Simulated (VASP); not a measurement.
# RbBr (Pmm2) in VASP: notebook, part 2 of 2

VASP 6.6.1.

**3. Single point, PBE (atoms displaced along a vibrational mode, the cell strained)**

Input file INCAR:

```
SYSTEM = RbBr
  ALGO = Normal
  EDIFF = 1E-6
  ENCUT = 520
  GGA = PE
  ISIF = 2
  ISMEAR = 0
  LASPH = .True.
  LCHARG = .True.
  LELF = .True.
  LREAL = .False.
  LVHAR = .True.
  LWAVE = .False.
  NBANDS = 15
  NELM = 60
  PREC = Accurate
  SIGMA = 0.05
```

Input file KPOINTS:

```
k-points
0
Gamma
  6 6 6
  0 0 0
```

Input file POSCAR:

```
RbBr
1.0
    4.3606181872      0.0000000000      0.0000000000
    0.0000000000      4.3606181872      0.0000000000
    0.0000000000      0.0000000000      4.1929021031
Rb Br
1 1
Direct
   -0.0231445439      0.0000000000      0.0000000000
    0.5247561230      0.5000000000      0.5000000000
```

Potentials or basis: VASP PAW PBE potentials, release 64 (Rb_sv, Br).

Launch:

```bash
> cat potpaw_PBE.64/Rb_sv/POTCAR potpaw_PBE.64/Br/POTCAR > POTCAR
> mpirun -np 1 vasp_std > vasp.out
```

Wall time 48 s (1 thread of Intel Xeon 8259CL, shared host); peak memory 0.22 GiB.

Results (log left out):

```yaml
Free_energy: -5.9757 eV
Pressure: -0.7 GPa
Largest_force: 0.066 eV/Å
Band_gap_on_the_k_mesh: 3.60 eV (least direct gap 3.72 eV)
```

Forces on the atoms (eV/Å):
```
Rb   0.066  0.000  0.000
Br  -0.066  0.000  0.000
```

Stress tensor (GPa, compression positive):
```
-1.06  0.00  0.00
 0.00 -1.06  0.00
 0.00  0.00 -0.05
```

Levels at points of the mesh, in eV from the valence-band top:
```csv
k point,band 4,band 5,band 6,band 7,band 8,band 9,band 10,band 11,band 12,band 13
"(0.00, 0.00, 0.00)",-9.40,-9.39,-0.30,-0.29,-0.12,3.61,5.57,5.69,9.32,9.56
"(0.50, 0.00, 0.00)",-9.37,-9.36,-1.49,-0.34,-0.14,6.44,6.59,6.90,8.68,9.26
"(0.00, 0.50, 0.00)",-9.38,-9.36,-1.50,-0.32,-0.15,6.41,6.62,6.81,8.39,9.43
"(0.50, 0.50, 0.00)",-9.58,-9.34,-1.00,-0.99,0.00,5.07,6.17,7.99,8.02,9.63
"(0.00, 0.00, 0.50)",-9.37,-9.36,-1.50,-0.31,-0.29,6.46,6.76,7.01,8.26,9.12
"(0.50, 0.00, 0.50)",-9.58,-9.35,-1.03,-0.95,-0.15,5.21,5.92,7.61,7.71,9.71
"(0.00, 0.50, 0.50)",-9.57,-9.35,-1.03,-0.96,-0.14,5.20,5.97,7.59,7.72,9.80
"(0.50, 0.50, 0.50)",-9.53,-9.53,-1.17,-1.12,-1.12,7.58,7.63,7.71,8.60,8.77
```

Caveat: the cell differs from its parent crystal (atoms displaced along a vibrational mode, the cell strained). A k mesh can miss the band edges.

**4. Single point, PBE (atoms displaced along a vibrational mode, the cell strained)**

Input file INCAR:

```
SYSTEM = RbBr
PREC     = Accurate       ! precision mode
ENCUT    = 520            ! plane-wave cutoff, eV
EDIFF    = 1E-6           ! SCF threshold, eV
ISMEAR   = 0              ! smearing method
SIGMA    = 0.05           ! smearing width, eV
LREAL    = .FALSE.        ! projectors in reciprocal space
LASPH    = .TRUE.         ! aspherical terms in the spheres
NELM     = 60             ! most SCF steps
ALGO     = Normal         ! electronic algorithm
ISIF     = 2              ! what is computed and relaxed
LWAVE    = .FALSE.        ! write WAVECAR
LCHARG   = .TRUE.         ! write CHGCAR
GGA      = PE             ! functional
LELF     = .TRUE.         ! ELF
LVHAR    = .TRUE.       
NBANDS   = 15             ! bands
```

Input file KPOINTS:

```
Automatic mesh
0
G
  6 6 6
  0 0 0
```

Input file POSCAR:

```
RbBr
1.0
    4.3606181872      0.0000000000      0.0000000000
    0.0000000000      4.3606181872      0.0000000000
    0.0000000000      0.0000000000      4.1929021031
Rb Br
1 1
Direct
   -0.0694336317      0.0000000000      0.0000000000
    0.5742683689      0.5000000000      0.5000000000
```

Launch:

```bash
> cat potpaw_PBE.64/Rb_sv/POTCAR potpaw_PBE.64/Br/POTCAR > POTCAR
> mpirun -np 1 vasp_std > vasp.out
```

Run time: 54 s. Hardware: 1 thread of Intel Xeon 8259CL, shared host; peak memory 0.22 GiB.

The run converged. Its results:

```
Free energy            : -5.9136 eV
Pressure               : 0.3 GPa
Largest force          : 0.245 eV/Å
Band gap on the k mesh : 3.78 eV (least direct gap 3.82 eV)
```

Forces on the atoms (eV/Å):
```
Rb   0.245  0.000  0.000
Br  -0.245  0.000  0.000
```

Stress tensor (GPa, compression positive):
```
-0.12  0.00  0.00
 0.00  0.07  0.00
 0.00  0.00  0.99
```

Levels at points of the mesh, in eV from the valence-band top:
```csv
k point,band 4,band 5,band 6,band 7,band 8,band 9,band 10,band 11,band 12,band 13
"(0.00, 0.00, 0.00)",-9.16,-9.14,-0.25,-0.21,-0.04,3.78,5.70,6.33,9.54,9.75
"(0.50, 0.00, 0.00)",-9.13,-9.12,-1.33,-0.23,-0.05,6.50,6.70,7.17,9.04,9.25
"(0.00, 0.50, 0.00)",-9.17,-9.11,-1.37,-0.13,-0.12,6.39,6.42,7.01,8.02,9.76
"(0.50, 0.50, 0.00)",-9.26,-9.09,-0.94,-0.85,0.00,5.33,6.35,8.20,8.44,9.49
"(0.00, 0.00, 0.50)",-9.16,-9.11,-1.39,-0.30,-0.09,6.46,6.48,7.33,7.86,9.47
"(0.50, 0.00, 0.50)",-9.33,-9.10,-0.97,-0.81,-0.16,5.47,6.11,7.92,8.04,9.75
"(0.00, 0.50, 0.50)",-9.35,-9.14,-0.90,-0.83,-0.04,5.46,6.52,7.84,7.98,10.52
"(0.50, 0.50, 0.50)",-9.32,-9.30,-1.01,-0.97,-0.96,7.17,7.21,8.02,9.09,9.92
```

Caveat: the cell differs from its parent crystal (atoms displaced along a vibrational mode, the cell strained).

**5. Single point, PBE (atoms displaced along a vibrational mode, the cell strained)**

Input file INCAR:

```
PREC     = Accurate       # precision mode
ENCUT    = 520            # plane-wave cutoff, eV
EDIFF    = 1E-6           # SCF threshold, eV
ISMEAR   = 0              # smearing method
SIGMA    = 0.05           # smearing width, eV
LREAL    = False          # projectors in reciprocal space
LASPH    = True           # aspherical terms in the spheres
NELM     = 100            # most SCF steps
ALGO     = Normal         # electronic algorithm
ISIF     = 2              # what is computed and relaxed
LWAVE    = False          # write WAVECAR
LCHARG   = False          # write CHGCAR
GGA      = PE             # functional
NBANDS   = 15             # bands
```

Input file KPOINTS:

```
Automatic mesh
0
Gamma
  6 6 6
```

Input file POSCAR:

```
RbBr
1.0
    4.3606181872      0.0000000000      0.0000000000
    0.0000000000      4.3606181872      0.0000000000
    0.0000000000      0.0000000000      4.1929021031
Rb Br
1 1
Direct
   -0.0925781756      0.0000000000      0.0000000000
    0.5990244918      0.5000000000      0.5000000000
```

Launch:

```bash
> cat potpaw_PBE.64/Rb_sv/POTCAR potpaw_PBE.64/Br/POTCAR > POTCAR
> mpirun -np 1 vasp_std > vasp.out
```

It took 51 s on 1 thread of Intel Xeon 8259CL, shared host; peak memory 0.22 GiB.

It converged, with:

```yaml
Free_energy: -5.8505 eV
Pressure: 1.2 GPa
Largest_force: 0.359 eV/Å
Band_gap_on_the_k_mesh: 3.83 eV (least direct gap 3.87 eV)
```

Forces in eV/Å, atoms in the order of the input:
```
Rb   0.359  0.000  0.000
Br  -0.359  0.000  0.000
```

Stress tensor (GPa, compression positive):
```
0.45 0.00 0.00
0.00 1.12 0.00
0.00 0.00 1.95
```

Levels at points of the mesh, in eV from the valence-band top:
```tsv
k point	band 5	band 6	band 7	band 8	band 9	band 10	band 11	band 12
(0.00, 0.00, 0.00)	-9.04	-0.27	-0.20	-0.04	3.83	5.68	6.82	9.44
(0.50, 0.00, 0.00)	-9.01	-1.28	-0.22	-0.03	6.40	6.78	7.29	8.85
(0.00, 0.50, 0.00)	-9.00	-1.35	-0.20	-0.05	6.17	6.32	7.24	7.97
(0.50, 0.50, 0.00)	-8.98	-0.97	-0.82	-0.08	5.47	6.44	8.30	8.71
(0.00, 0.00, 0.50)	-9.00	-1.37	-0.38	-0.02	6.26	6.39	7.57	7.81
(0.50, 0.00, 0.50)	-8.99	-1.01	-0.78	-0.24	5.60	6.21	8.03	8.33
(0.00, 0.50, 0.50)	-9.05	-0.85	-0.78	-0.04	5.58	6.87	7.95	8.10
(0.50, 0.50, 0.50)	-9.22	-0.94	-0.92	-0.88	6.89	6.96	8.20	9.39
```

Caveat: the cell differs from its parent crystal (atoms displaced along a vibrational mode, the cell strained).

**6. Single point, PBE (atoms displaced along a vibrational mode, the cell strained)**

Input file INCAR:

```
PREC     = Accurate       # precision mode
ENCUT    = 520            # plane-wave cutoff, eV
EDIFF    = 1E-6           # SCF threshold, eV
ISMEAR   = 0              # smearing method
SIGMA    = 0.05           # smearing width, eV
LREAL    = F              # projectors in reciprocal space
LASPH    = T              # aspherical terms in the spheres
NELM     = 60             # most SCF steps
ALGO     = Normal         # electronic algorithm
ISIF     = 2              # what is computed and relaxed
LWAVE    = F              # write WAVECAR
LCHARG   = F              # write CHGCAR
GGA      = PE             # functional
NBANDS   = 15             # bands
```

KPOINTS is that of step 5.

Input file POSCAR:

```
RbBr
1.0
    4.3606181872      0.0000000000      0.0000000000
    0.0000000000      4.3606181872      0.0000000000
    0.0000000000      0.0000000000      4.1929021031
Rb Br
1 1
Direct
   -0.0462890878      0.0000000000      0.0000000000
    0.5495122459      0.5000000000      0.5000000000
```

Potentials or basis: VASP PAW PBE potentials, release 64 (Rb_sv, Br).

Launch:

```bash
> cat potpaw_PBE.64/Rb_sv/POTCAR potpaw_PBE.64/Br/POTCAR > POTCAR
> mpirun -np 1 vasp_std > vasp.out
```

Wall time 57 s (1 thread of Intel Xeon 8259CL, shared host); peak memory 0.22 GiB.

Results (log left out):

* Free energy: -5.9540 eV
* Pressure: -0.3 GPa
* Largest force: 0.146 eV/Å
* Band gap on the k mesh: 3.68 eV (least direct gap 3.76 eV)

Forces on the atoms (eV/Å):
```
Rb   0.146  0.000  0.000
Br  -0.146  0.000  0.000
```

Stress tensor (GPa, compression positive):
```
-0.67  0.00  0.00
 0.00 -0.65  0.00
 0.00  0.00  0.33
```

Levels at points of the mesh, in eV from the valence-band top:
```csv
k point,band 6,band 7,band 8,band 9,band 10,band 11
"(0.00, 0.00, 0.00)",-0.28,-0.26,-0.09,3.68,5.65,5.91
"(0.50, 0.00, 0.00)",-1.43,-0.30,-0.11,6.49,6.61,7.00
"(0.00, 0.50, 0.00)",-1.45,-0.24,-0.14,6.40,6.61,6.79
"(0.50, 0.50, 0.00)",-0.98,-0.93,0.00,5.17,6.23,8.07
"(0.00, 0.00, 0.50)",-1.46,-0.31,-0.21,6.46,6.64,7.11
"(0.50, 0.00, 0.50)",-1.01,-0.89,-0.15,5.31,5.99,7.78
"(0.00, 0.50, 0.50)",-0.98,-0.91,-0.10,5.30,6.19,7.69
"(0.50, 0.50, 0.50)",-1.11,-1.06,-1.06,7.39,7.40,7.83
```

Caveat: the cell differs from its parent crystal (atoms displaced along a vibrational mode, the cell strained). A k mesh can miss the band edges.

**7. Summary**

```csv
cell,gap on the mesh (eV),pressure (GPa),largest force (eV/Å)
"as given, atomic positions A",3.81,2.2,0.47
"as given, atomic positions B",3.60,-0.7,0.07
"as given, atomic positions C",3.78,0.3,0.25
"as given, atomic positions D",3.83,1.2,0.36
"as given, atomic positions E",3.68,-0.3,0.15
```

Alike in all rows: task single point; level PBE; potentials or basis VASP PAW PBE potentials, release 64 (Rb_sv, Br); no spin polarisation; k mesh 6 × 6 × 6; cutoff (eV) 520; smearing gaussian 0.05 eV.

Total energies depend on the potentials used, so only differences within one code and one set of settings carry meaning.
